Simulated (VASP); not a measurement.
Crystal: AlCu3.

```
CELL_PARAMETERS angstrom
0.00000 2.88801 2.88801
2.88801 0.00000 2.88801
2.88801 2.88801 0.00000
ATOMIC_POSITIONS crystal
Al 0.00000 0.00000 0.00000
Cu 0.50000 0.50000 0.50000
Cu 0.25000 0.25000 0.25000
Cu 0.75000 0.75000 0.75000
```

```yaml
Program: VASP 6.6.1
Task: relaxation of cell and atoms
Functional: LDA
Potentials_or_basis: VASP PAW LDA potentials, release 64 (Al, Cu)
Cutoff: 600 eV
k_mesh: 12 × 12 × 12
Occupations: gaussian, width 0.1 eV
Spin: no spin polarisation
```

At the start: pressure -5.4 GPa; volume 12.04 Å³/atom.

Problem. Where does the relaxation end?

Solution. Over 3 steps the energy falls by 7.5 meV/atom and the volume is 11.62 Å³/atom (-3.6 %); space group Fm-3m (No. 225, to 0.05 Å).

Step by step:
| step | energy change (eV) | largest force (eV/Å) | pressure (GPa) | volume (Å³) |
| --- | --- | --- | --- | --- |
| 1 | 0.0000 | 0.0000 | -5.41 | 48.18 |
| 2 | -0.0169 | 0.0000 | 4.18 | 45.40 |
| 3 | -0.0300 | 0.0000 | 0.07 | 46.46 |

Final structure:
```cif
data_structure
_symmetry_space_group_name_H-M 'P 1'
_symmetry_Int_Tables_number 1
_cell_length_a 4.0353
_cell_length_b 4.0353
_cell_length_c 4.0353
_cell_angle_alpha 60.000
_cell_angle_beta 60.000
_cell_angle_gamma 60.000
_cell_volume 46.46
loop_
_atom_site_label
_atom_site_type_symbol
_atom_site_fract_x
_atom_site_fract_y
_atom_site_fract_z
_atom_site_occupancy
Al1 Al 0.00000 0.00000 0.00000 1
Cu1 Cu 0.50000 0.50000 0.50000 1
Cu2 Cu 0.25000 0.25000 0.25000 1
Cu3 Cu 0.75000 0.75000 0.75000 1
```
